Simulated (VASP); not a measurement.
Crystal: CdTe.

```
Cd Te
1.0
     0.00000    3.27990    3.27990
     3.27990    0.00000    3.27990
     3.27990    3.27990    0.00000
Cd Te
1 1
Direct
  0.00000 0.00000 0.00000
  0.25000 0.25000 0.25000
```

Base run:

```yaml
Program: VASP 6.6.1
Functional: PBEsol
Potentials_or_basis: VASP PAW PBE potentials, release 64 (Cd, Te)
Cutoff: 500 eV
k_mesh: 4 × 4 × 4
Occupations: gaussian, width 0.01 eV
Spin: no spin polarisation
```

Its results: band gap on the k mesh 0.54 eV, direct; pressure -0.9 GPa.

Task: The run is repeated on the same cell with these changes: k mesh from 4 × 4 × 4 to 3 × 3 × 3. What comes out?

Result: Band gap on the k mesh 0.51 eV, direct; pressure -0.3 GPa.

Caveats: some runs use coarse meshes; the PAW data sets were made with another functional, which shifts forces and pressure a little; spin-orbit coupling is left out, which moves the levels of the heavy elements.

